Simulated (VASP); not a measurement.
Write the native input for VASP 6.6.1 that does the following.

| Quantity | Value |
| --- | --- |
| Task | single point |
| Functional | LDA |
| Potentials or basis | VASP PAW LDA potentials, release 64 (Cu, O) |
| Cutoff | 520 eV |
| k mesh | 9 × 9 × 5 |
| Occupations | fermi-dirac, width 0.05 eV |
| Spin | no spin polarisation |
| Dipole correction | no |
| Further INCAR settings | ALGO = Normal; EDIFF = 1e-06; NBANDS = 25 |

The structure of CuO lies in POSCAR:

```
CuO
1.0
    2.8405840181      0.0000000000      0.0000000000
    0.0385446830      2.8403655272      0.0000000000
    0.0172589332      0.0170118330      5.1063800938
Cu O
2 2
Direct
    0.0000000000      0.5000000000      0.0000000000
    0.5000000000      0.0000000000      0.5000000000
    0.9984239700      0.0016717800      0.7498871000
    0.0015760300      0.9983282200      0.2501129000
```

The input as run:

INCAR

```
  ALGO = Normal
  EDIFF = 1E-6
  ENCUT = 520
  GGA = CA
  ISIF = 2
  ISMEAR = -1
  LASPH = True
  LCHARG = True
  LELF = True
  LREAL = False
  LVHAR = True
  LWAVE = False
  NBANDS = 25
  NELM = 60
  PREC = Accurate
  SIGMA = 0.05
```

KPOINTS

```
k-points
0
Gamma
  9 9 5
```

Potentials or basis: VASP PAW LDA potentials, release 64 (Cu, O).

Run with:

```console
$ cat potpaw_LDA.64/Cu/POTCAR potpaw_LDA.64/O/POTCAR > POTCAR
$ mpirun -np 1 vasp_std > vasp.out
```

It gave:

```json
{
  "Pressure": "-0.5 GPa",
  "Largest force": "0.014 eV/Å",
  "Band gap on the k mesh": "zero (bands 17 and 18 overlap by 0.99 eV)"
}
```

Caveat: semilocal functionals often make such compounds metallic where correlation or magnetic order opens a gap, which also shifts bond lengths.

It took 77 s on 1 thread of Intel(R) Xeon(R) 6975P-C (Granite Rapids), on a shared host, peak memory 0.27 GiB.
